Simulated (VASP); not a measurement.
A run of VASP 6.6.1 is set up as follows.

INCAR

```
PREC     = Accurate       # precision mode
ENCUT    = 520            # plane-wave cutoff, eV
EDIFF    = 1E-8           # SCF threshold, eV
ISMEAR   = -1             # smearing method
SIGMA    = 0.03           # smearing width, eV
LREAL    = False          # projectors in reciprocal space
LASPH    = True           # aspherical terms in the spheres
NELM     = 60             # most SCF steps
ALGO     = Normal         # electronic algorithm
ISIF     = 2              # what is computed and relaxed
LWAVE    = False          # write WAVECAR
LCHARG   = False          # write CHGCAR
GGA      = PS             # functional
LEFG     = True         
NBANDS   = 18             # bands
```

The input KPOINTS:

```
Automatic mesh
0
Gamma
  10 10 10
```

The input POSCAR:

```
RbTi
1.0
    4.0063785807      0.0000000000      0.0000000000
    0.0000000000      4.0063785807      0.0000000000
    0.0000000000      0.0000000000      4.0063785807
Rb Ti
1 1
Direct
    0.0000000000      0.0000000000      0.0000000000
    0.5000000000      0.5000000000      0.5074880592
```

Potentials or basis: VASP PAW PBE potentials, release 64 (Rb_sv, Ti_sv).

The run is started by

```sh
$ cat potpaw_PBE.64/Rb_sv/POTCAR potpaw_PBE.64/Ti_sv/POTCAR > POTCAR
$ mpirun -np 1 vasp_std > vasp.out
```

What does it give for the largest force?

0.056 eV/Å.

Predict the pressure.

0.1 GPa.

Forces on the atoms (eV/Å):
```
Rb   0.000  0.000  0.056
Ti   0.000  0.000 -0.056
```

Caveat: the cell differs from its parent crystal (atom 2 (Ti) moved by [0.0, 0.0, 0.03] A); without QUAD_EFG the Cq values of the log hold for a quadrupole moment of 1 mb, not for the nuclei; the PAW data sets were made with another functional, which shifts forces and pressure a little.
